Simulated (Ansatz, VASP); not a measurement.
**Two plane-wave programs on Ti**

Contents of INCAR:

```
  ALGO = Normal
  EDIFF = 1E-6
  ENCUT = 520
  GGA = RP
  ISIF = 2
  ISMEAR = -1
  LASPH = T
  LCHARG = F
  LREAL = F
  LWAVE = F
  NBANDS = 25
  NELM = 80
  PREC = Accurate
  SIGMA = 0.1
```

The input KPOINTS:

```
k-points
0
Gamma
  9 9 12
```

The input POSCAR:

```
Ti
1.0
    4.7490227388      0.0000000000      0.0000000000
   -2.3745113694      4.1127743349      0.0000000000
    0.0000000000      0.0000000000      2.9309917765
Ti
3
Direct
    0.0000000000      0.0000000000      0.0000000000
    0.3333333333      0.6666666667      0.5000000000
    0.6666666667      0.3333333333      0.5000000000
```

Input for Ansatz:

```yaml
crystal:
  lattice:
    - [4.7490227388, 0.0, 0.0]
    - [-2.3745113694, 4.1127743349, 0.0]
    - [0.0, 0.0, 2.9309917765]
  atoms:
    - { symbol: Ti, position: [0.0, 0.0, 0.0] }
    - { symbol: Ti, position: [0.3333333333, 0.6666666667, 0.5] }
    - { symbol: Ti, position: [0.6666666667, 0.3333333333, 0.5] }
hamiltonian:
  xc: rpbe
  pseudopotentials:
    kind: paw
    azcp:
      Ti: "pseudopotentials/Ti.paw.azcp"
basis:
  ecutwfc: 420
  fft_grid_basis: typed
kpoints:
  mp_grid: { grid: [9, 9, 12], shift: [0, 0, 0] }
magnetization:
  spin_polarized: false
scf:
  occupations: { method: fermi_dirac, width: 0.1 }
  lower_state_search: "off"
output:
  stress: true
```

Alike in both runs: task single point; functional RPBE; k mesh 9 × 9 × 12; occupations fermi-dirac, width 0.1 eV; no spin polarisation.

```csv
,VASP,Ansatz
version,VASP 6.6.1,Ansatz 0.2.0
potentials or method,"VASP PAW PBE potentials, release 64 (Ti_sv), cutoff 520 eV","plane waves (420 eV) with PAW, scalar-relativistic"
valence electrons in the cell,36,36
```

```tsv
	VASP	Ansatz	Ansatz less VASP
pressure (GPa)	-7.1	-7.0	+0.13
traceless stress, the component that is largest in VASP (GPa)	-0.20	-0.20	-0.004
```

VASP's potentials were made for PBE, not for RPBE.
